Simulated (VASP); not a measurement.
Runs of VASP 6.6.1 on AgBr. The structure is that of space group Fm-3m (No. 225), or close to it. The cells are those of the table. 

| cell | pressure (GPa) | moment (μB) |
| --- | --- | --- |
| a = 4.013 Å, angles 60.0, 60.0, 90.0°, 2 atoms | -0.1 | 0.00 |
| a = 3.966 Å, angles 60.0, 60.0, 90.0°, 2 atoms | 2.0 | 0.00 |
| a = 4.071 Å, angles 60.0, 60.0, 90.0°, 2 atoms | (a) | 0.00 |
| a = 3.928 Å, angles 60.0, 60.0, 90.0°, 2 atoms | 3.9 | 0.00 |

Alike in all rows: task single point; level PBEsol; potentials or basis VASP PAW PBE potentials, release 64 (Ag, Br); spin non-collinear, zero start, SOC; k mesh 8 × 8 × 8; cutoff (eV) 500; smearing fermi-dirac 0.01 eV.

Task: Estimate the missing entries.

Result: (a) -2.1.

Caveats: the PAW data sets were made with another functional, which shifts forces and pressure a little.
